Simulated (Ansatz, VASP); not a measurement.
Two plane-wave programs on BaNa2V2CoO8

```
Na Ba V Co O
1.0
     5.54890    0.00000    0.00000
    -2.77445    4.80549    0.00000
     0.00000    0.00000    7.07410
Na Ba V Co O
2 1 2 1 8
Direct
  0.66667 0.33333 0.66136
  0.33333 0.66667 0.33864
  0.00000 0.00000 0.00000
  0.33333 0.66667 0.76832
  0.66667 0.33333 0.23168
  0.00000 0.00000 0.50000
  0.66667 0.33333 0.99078
  0.33333 0.66667 0.00922
  0.33326 0.16663 0.32223
  0.83337 0.16663 0.32223
  0.83337 0.66674 0.32223
  0.16663 0.33326 0.67777
  0.16663 0.83337 0.67777
  0.66674 0.83337 0.67777
```

Alike in both runs: functional PBE; k mesh 4 × 4 × 3; occupations fermi-dirac, width 0.02 eV; collinear spin.

Ansatz relaxed the structure, and its values are those at the end. VASP's run is a single point on that final structure, the one shown.

|  | VASP | Ansatz |
| --- | --- | --- |
| version | VASP 6.6.1 | Ansatz 0.2.0 |
| potentials or method | VASP PAW PBE potentials, release 64 (Na_pv, Ba_sv, V_sv, Co, O) | plane-wave PAW, scalar-relativistic |
| plane-wave cutoff (eV) | 520 | 420 |
| valence electrons in the cell | 107 | 119 |

Ansatz gave:

| Property | Result |
| --- | --- |
| pressure (GPa) | 1.5 |
| rms of the force components (eV/Å) | 0.005 |
| net moment per atom (μB) | 0.21 |
| size of the moment on the site where the two differ most (μB) | 2.45 |

Question: Estimate VASP's values.

Answer: Pressure (GPa): 2.3; rms of the force components (eV/Å): 0.063; net moment per atom (μB): 0.21; size of the moment on the site where the two differ most (μB): 2.54.

Site moments also hang on the region over which each program counts them. VASP's potentials hold 107 valence electrons a cell and Ansatz's 119, so a difference there can come from the potentials and not from the codes. Ansatz's warnings: stress scf threshold loose.

Spin-orbit coupling is off throughout.
